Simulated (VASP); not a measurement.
A run of VASP 6.6.1 is set up as follows.

Contents of INCAR:

```
ALGO = Normal ; EDIFF = 1E-7
EDIFFG = -0.04 ; ENCUT = 600
GGA = PE ; IBRION = 2
ISIF = 3 ; ISMEAR = 0
LASPH = True ; LCHARG = False
LREAL = False ; LWAVE = False
NELM = 60 ; NSW = 90
PREC = Accurate ; SIGMA = 0.1
```

File KPOINTS:

```
k-points
0
Gamma
  6 6 4
```

The input POSCAR:

```
KRu
1.0
    4.0499186100      0.0000000000      0.0000000000
   -2.0249593100      3.5073324000      0.0000000000
    0.0000000000      0.0000000000      5.7726930000
K Ru
1 1
Direct
    0.3333333300      0.6666666700      0.5000000000
    0.0000000000      0.0000000000      0.0000000000
```

Potentials or basis: VASP PAW PBE potentials, release 64 (K_sv, Ru_pv).

The run is started by

```bash
$ cat potpaw_PBE.64/K_sv/POTCAR potpaw_PBE.64/Ru_pv/POTCAR > POTCAR
$ mpirun -np 1 vasp_std > vasp.out
```

(1) What does it give for the space group after relaxing (to 0.1 Å)?

(2) Estimate the relaxed cell.

Results:

(1) P-6m2 (No. 187).

(2) a = 2.822 Å, b = 2.822 Å, c = 5.739 Å, α = 90.00°, β = 90.00°, γ = 120.00°.
